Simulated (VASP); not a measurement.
# WSe2 in VASP: single point with LDA

Aim: the single point of WSe2 with LDA.

Program: VASP 6.6.1. These are calculated values, not measurements. Logs are shortened: lines on timing, memory, paths and dates and some standing lists are left out, and cuts for length are marked.

### 1 The cell of the first run

The cell holds a slab with vacuum, 12 atoms: a = 3.318 Å, b = 3.318 Å, c = 36.418 Å, α = 90.00°, β = 90.00°, γ = 120.00°.

### 2 Single point, LDA

Contents of INCAR:

```
SYSTEM = WSe2
PREC     = Accurate       ! precision mode
ENCUT    = 500            ! plane-wave cutoff, eV
EDIFF    = 1E-6           ! SCF threshold, eV
ISMEAR   = 0              ! smearing method
SIGMA    = 0.1            ! smearing width, eV
LREAL    = .False.        ! projectors in reciprocal space
LASPH    = .True.         ! aspherical terms in the spheres
NELM     = 120            ! most SCF steps
ALGO     = Normal         ! electronic algorithm
ISIF     = 2              ! what is computed and relaxed
LWAVE    = .False.        ! write WAVECAR
LCHARG   = .False.        ! write CHGCAR
GGA      = CA             ! functional
NBANDS   = 64             ! bands
GGA_COMPAT= .False.
```

Contents of KPOINTS:

```
regular mesh
0
Gamma
  6 6 1
  0 0 0
```

Contents of POSCAR:

```
WSe2
1.0
    3.3178488600      0.0000000000      0.0000000000
   -1.6589244300      2.8733414000      0.0000000000
    0.0000000000      0.0000000000     36.4183073100
W Se
4 8
Direct
    0.6666666700      0.3333333300      0.9061104700
    0.6666666700      0.3333333300      0.2804680000
    0.3333333300      0.6666666700      0.7195320000
    0.3333333300      0.6666666700      0.0938895300
    0.3333333300      0.6666666700      0.9517867400
    0.3333333300      0.6666666700      0.3261068200
    0.6666666700      0.3333333300      0.7652045500
    0.6666666700      0.3333333300      0.1395502000
    0.3333333300      0.6666666700      0.8604498000
    0.3333333300      0.6666666700      0.2347954500
    0.6666666700      0.3333333300      0.6738931800
    0.6666666700      0.3333333300      0.0482132600
```

Potentials or basis: VASP PAW LDA potentials, release 64 (W_sv, Se).

Started as:

```bash
> cat potpaw_LDA.64/W_sv/POTCAR potpaw_LDA.64/Se/POTCAR > POTCAR
> mpirun -np 1 vasp_std > vasp.out
```

OUTCAR:

```text
SYSTEM = WSe2
   PREC = Accurate
   ENCUT = 500
   EDIFF = 1E-6
   ISMEAR = 0
   LREAL = .False.
   LASPH = .True.
   NELM = 120
   ISIF = 2
   GGA = CA

 ion  position               nearest neighbor table
   1  0.667  0.333  0.906-   9 2.54   9 2.54   9 2.54   5 2.54   5 2.54   5 2.54
   2  0.667  0.333  0.280-   6 2.54   6 2.54   6 2.54  10 2.54  10 2.54  10 2.54
   3  0.333  0.667  0.720-  11 2.54  11 2.54  11 2.54   7 2.54   7 2.54   7 2.54
   4  0.333  0.667  0.094-   8 2.54   8 2.54   8 2.54  12 2.54  12 2.54  12 2.54
   5  0.333  0.667  0.952-   1 2.54   1 2.54   1 2.54
   6  0.333  0.667  0.326-   2 2.54   2 2.54   2 2.54
   7  0.667  0.333  0.765-   3 2.54   3 2.54   3 2.54
   8  0.667  0.333  0.140-   4 2.54   4 2.54   4 2.54
   9  0.333  0.667  0.860-   1 2.54   1 2.54   1 2.54
  10  0.333  0.667  0.235-   2 2.54   2 2.54   2 2.54
  11  0.667  0.333  0.674-   3 2.54   3 2.54   3 2.54
  12  0.667  0.333  0.048-   4 2.54   4 2.54   4 2.54

  LATTYP: Found a hexagonal cell.
 ALAT       =     3.3178488600
 C/A-ratio  =    10.9764817045

  Lattice vectors:

 A1 = (   3.3178488600,   0.0000000000,   0.0000000000)
 A2 = (  -1.6589244300,   2.8733414000,   0.0000000000)
 A3 = (   0.0000000000,   0.0000000000,  36.4183073100)

Analysis of symmetry for initial positions (statically):
=====================================================================
 Subroutine PRICEL returns:
 Original cell was already a primitive cell.

 Routine SETGRP: Setting up the symmetry group for a
 hexagonal supercell.

 Subroutine GETGRP returns: Found 12 space group operations
 (whereof 12 operations were pure point group operations)
 out of a pool of 24 trial point group operations.

The static configuration has the point symmetry D_3d.

Analysis of symmetry for dynamics (positions and initial velocities):
=====================================================================
 Subroutine PRICEL returns:
 Original cell was already a primitive cell.

 Routine SETGRP: Setting up the symmetry group for a
 hexagonal supercell.

 Subroutine GETGRP returns: Found 12 space group operations
 (whereof 12 operations were pure point group operations)
 out of a pool of 24 trial point group operations.

The dynamic configuration has the point symmetry D_3d.

 Subroutine INISYM returns: Found 12 space group operations
 (whereof 12 operations are pure point group operations),
 and found     1 'primitive' translations

----------------------------------------------------------------------------------------

                                     Primitive cell

  volume of cell :     347.1871

  direct lattice vectors                    reciprocal lattice vectors
     3.317848860  0.000000000  0.000000000     0.301400107  0.174013433  0.000000000
    -1.658924430  2.873341400  0.000000000     0.000000000  0.348026865  0.000000000
     0.000000000  0.000000000 36.418307310     0.000000000  0.000000000  0.027458717

  length of vectors
     3.317848860  3.317848861 36.418307310     0.348026865  0.348026865  0.027458717

  position of ions in fractional coordinates (direct lattice)
     0.666666670  0.333333330  0.906110470
     0.666666670  0.333333330  0.280468000
     0.333333330  0.666666670  0.719532000
     0.333333330  0.666666670  0.093889530
     0.333333330  0.666666670  0.951786740
     0.333333330  0.666666670  0.326106820
     0.666666670  0.333333330  0.765204550
     0.666666670  0.333333330  0.139550200
     0.333333330  0.666666670  0.860449800
     0.333333330  0.666666670  0.234795450
     0.666666670  0.333333330  0.673893180
     0.666666670  0.333333330  0.048213260

  ion indices of the primitive-cell ions
   primitive index   ion index
                 1           1
                 2           2
                 3           3
                 4           4
                 5           5
                 6           6
                 7           7
                 8           8
                 9           9
                10          10
                11          11
                12          12

----------------------------------------------------------------------------------------

 KPOINTS: regular mesh

Automatic generation of k-mesh.
 Grid dimensions read from file:
 generate k-points for:    6    6    1

 Generating k-lattice:

  Cartesian coordinates                     Fractional coordinates (reciprocal lattice)
     0.050233351  0.029002239  0.000000000     0.166666667  0.000000000  0.000000000
     0.000000000  0.058004478  0.000000000     0.000000000  0.166666667  0.000000000
     0.000000000  0.000000000  0.027458717     0.000000000  0.000000000  1.000000000

  Length of vectors
     0.058004478  0.058004478  0.027458717

  Shift w.r.t. Gamma in fractional coordinates (k-lattice)
     0.000000000  0.000000000  0.000000000

 Subroutine IBZKPT returns following result:
 ===========================================

 Found      7 irreducible k-points:

 Following reciprocal coordinates:
            Coordinates               Weight
  0.000000  0.000000  0.000000      1.000000
  0.166667  0.000000  0.000000      6.000000
  0.333333 -0.000000  0.000000      6.000000
  0.500000 -0.000000  0.000000      3.000000
  0.166667  0.166667  0.000000      6.000000
  0.333333  0.166667  0.000000     12.000000
  0.333333  0.333333  0.000000      2.000000
   k-points           NKPTS =      7   k-points in BZ     NKDIM =      7   number of bands    NBANDS=     64
   number of dos      NEDOS =    301   number of ions     NIONS =     12
   total plane-waves  NPLWV = 155520
   dimension x,y,z NGX =    24 NGY =   24 NGZ =  270
   dimension x,y,z NGXF=    48 NGYF=   48 NGZF=  540
   ions per type =               4   8
   NGX,Y,Z   is equivalent  to a cutoff of  12.03, 12.03, 12.33 a.u.
   NGXF,Y,Z  is equivalent  to a cutoff of  24.05, 24.05, 24.65 a.u.
 SYSTEM =  WSe2
   PREC   = accura    normal or accurate (medium, high low for compatibility)
   ISTART =      0    job   : 0-new  1-cont  2-samecut
   ICHARG =      2    charge: 1-file 2-atom 10-const
   ISPIN  =      1    spin polarized calculation?
   LNONCOLLINEAR =      F non collinear calculations
   LSORBIT =      F    spin-orbit coupling
   LASPH  =      T    aspherical Exc in radial PAW
   ENCUT  =  500.0 eV  36.75 Ry    6.06 a.u.   6.05  6.05 66.40*2*pi/ulx,y,z
   NELM   =    120;   NELMIN=  2; NELMDL= -5     # of ELM steps
   EDIFF  = 0.1E-05   stopping-criterion for ELM
   LREAL  =      F    real-space projection
   EDIFFG = 0.1E-04   stopping-criterion for IOM
   NSW    =      0    number of steps for IOM
   IBRION =     -1    ionic relax: 0-MD 1-quasi-New 2-CG
   NFREE  =      0    steps in history (QN), initial steepest desc. (CG)
   ISIF   =      2    stress and relaxation
   ISYM   =      2    0-nonsym 1-usesym 2-fastsym
   POTIM  = 0.5000    time-step for ionic-motion
   TEBEG  =    0.0;   TEEND  =   0.0 temperature during run
   PSTRESS=    0.0 pullay stress
   NELECT =     104.0000    total number of electrons
   NUPDOWN=      -1.0000    fix difference up-down
   EMIN   =  10.00;   EMAX   =-10.00  energy-range for DOS
   EFERMI =   0.00;   METHOD = LEGACY
   ISMEAR =     0;   SIGMA  =   0.10  broadening in eV -4-tet -1-fermi 0-gaus
   EFERMI_NEDOS =   21; number of points for ismear=-14 and -15
   IALGO  =     38    algorithm
   IMIX   =      4    mixing-type and parameters
     AMIX     =   0.40;   BMIX     =  1.00
     AMIX_MAG =   1.60;   BMIX_MAG =  1.00
  volume/ion in A,a.u.               =      28.93       195.24
  Fermi-wavevector in a.u.,A,eV,Ry     =   1.095380  2.069968 16.325046  1.199857
  Thomas-Fermi vector in A             =   2.231702
   LORBIT       =      0    0 simple, 1 ext, 2 COOP (PROOUT), +10 PAW based schemes
   GGA     = CA    functional components
   LHFCALC =     F    Hartree Fock is set to
   AEXX    =    0.0000 exact exchange contribution
   IVDW    =     0    specifies the selected vdW correction
   LEPSILON=     F    determine dielectric tensor
   LRPA    =     F    only Hartree local field effects (RPA)
 non-spin polarized calculation
 Gauss-broadening in eV      SIGMA  =   0.10
  energy-cutoff  :      500.00
  volume of cell :      347.19
 maximum number of plane-waves:      8910
   NGX = 13   NGY = 13   NGZ =133

 number of electron     103.9999992 magnetization

 Free energy of the ion-electron system (eV)
  ---------------------------------------------------
  ext. energy  EPLUGINS =         0.00000000
  ---------------------------------------------------
  free energy    TOTEN  =       -96.62561495 eV

  energy without entropy =      -96.62561495  energy(sigma->0) =      -96.62561495

 E-fermi :   3.1226     XC(G=0):  -8.1738

 val. band max:        2.7028864144   @ k =   0.0000   0.0000   0.0000
 cond. band min:       3.9363723656   @ k =   0.1667   0.1667   0.0000
 fundamental gap:      1.2334859512
 Fermi energy:         3.1226210128

 k-point     1 :       0.0000    0.0000    0.0000
  band No.  band energies     occupation
      1     -71.0698      2.00000
      2     -71.0698      2.00000
      3     -71.0681      2.00000
      4     -71.0681      2.00000
      5     -35.5632      2.00000
      6     -35.5632      2.00000
[... 56 lines left out ...]
     63       5.6358      0.00000
     64       5.6662      0.00000

 k-point     2 :       0.1667    0.0000    0.0000
  band No.  band energies     occupation
      1     -71.0675      2.00000
      2     -71.0675      2.00000
      3     -71.0657      2.00000
      4     -71.0657      2.00000
      5     -35.5527      2.00000
      6     -35.5527      2.00000
[... 324 lines left out ...]
     63       5.8660      0.00000
     64       6.0062      0.00000

 k-point     7 :       0.3333    0.3333    0.0000
  band No.  band energies     occupation
      1     -71.0592      2.00000
      2     -71.0592      2.00000
      3     -71.0575      2.00000
      4     -71.0575      2.00000
      5     -35.6085      2.00000
      6     -35.6085      2.00000
[... 56 lines left out ...]
     63       5.9799      0.00000
     64       5.9799      0.00000

------------------------ aborting loop because EDIFF is reached ----------------------------------------

  FORCE on cell =-STRESS in cart. coord.  units (eV):
  Direction    XX          YY          ZZ          XY          YZ          ZX
  --------------------------------------------------------------------------------------
  -------------------------------------------------------------------------------------
  Total       -8.4891416     -8.4891417     -5.3787323      0.0000000      0.0000000     -0.0000000
  in kB      -39.1751598    -39.1751599    -24.8214376      0.0000000      0.0000000     -0.0000000
  external PRESSURE =     -34.3905858 kB  Pullay stress =       0.0000000 kB

 VOLUME and BASIS-vectors are now :
 -----------------------------------------------------------------------------
  energy-cutoff  :      500.00
  volume of cell :      347.19
      direct lattice vectors                 reciprocal lattice vectors
     3.317848860  0.000000000  0.000000000     0.301400107  0.174013433  0.000000000
    -1.658924430  2.873341400  0.000000000     0.000000000  0.348026865  0.000000000
     0.000000000  0.000000000 36.418307310     0.000000000  0.000000000  0.027458717

 POSITION                                       TOTAL-FORCE (eV/Angst)
 -----------------------------------------------------------------------------------
      1.65892      0.95778     32.99901         0.000000      0.000000      0.009668
      1.65892      0.95778     10.21417        -0.000000      0.000000     -0.001811
     -0.00000      1.91556     26.20414         0.000000     -0.000000      0.001811
     -0.00000      1.91556      3.41930         0.000000     -0.000000     -0.009668
     -0.00000      1.91556     34.66246        -0.000000     -0.000000     -0.239479
     -0.00000      1.91556     11.87626        -0.000000      0.000000     -0.325143
      1.65892      0.95778     27.86745        -0.000000     -0.000000     -0.233690
      1.65892      0.95778      5.08218        -0.000000     -0.000000     -0.230531
     -0.00000      1.91556     31.33613         0.000000      0.000000      0.230531
     -0.00000      1.91556      8.55085        -0.000000      0.000000      0.233690
      1.65892      0.95778     24.54205         0.000000     -0.000000      0.325143
      1.65892      0.95778      1.75585        -0.000000      0.000000      0.239479
 -----------------------------------------------------------------------------------
    total drift:                                0.000000      0.000000     -0.000000

  FREE ENERGIE OF THE ION-ELECTRON SYSTEM (eV)
  ---------------------------------------------------
  free  energy   TOTEN  =       -96.6256149488 eV

  energy  without entropy=      -96.6256149488  energy(sigma->0) =      -96.62561495
```

It took 8.9 min on 1 thread of Intel Xeon 8259CL, shared host; peak memory 0.37 GiB.

Results:

```yaml
Free_energy: -96.6256 eV
Largest_force: 0.325 eV/Å
Band_gap_on_the_k_mesh: 1.23 eV (least direct gap 1.46 eV)
```

Forces on the atoms (eV/Å):
```
W    0.000  0.000  0.010
W    0.000  0.000 -0.002
W    0.000  0.000  0.002
W    0.000  0.000 -0.010
Se   0.000  0.000 -0.239
Se   0.000  0.000 -0.325
Se   0.000  0.000 -0.234
Se   0.000  0.000 -0.231
Se   0.000  0.000  0.231
Se   0.000  0.000  0.234
Se   0.000  0.000  0.325
Se   0.000  0.000  0.239
```

Levels at points of the mesh, in eV from the valence-band top:
| k point | band 49 | band 50 | band 51 | band 52 | band 53 | band 54 | band 55 | band 56 |
| --- | --- | --- | --- | --- | --- | --- | --- | --- |
| (0.00, 0.00, 0.00) | -0.71 | -0.40 | -0.14 | 0.00 | 2.72 | 2.72 | 2.73 | 2.73 |
| (0.50, 0.00, 0.00) | -1.11 | -1.10 | -1.10 | -1.07 | 2.13 | 2.13 | 2.14 | 2.15 |

Caveat: there is no dipole correction, which matters where the two faces differ; spin-orbit coupling is left out, which moves the levels of the heavy elements.
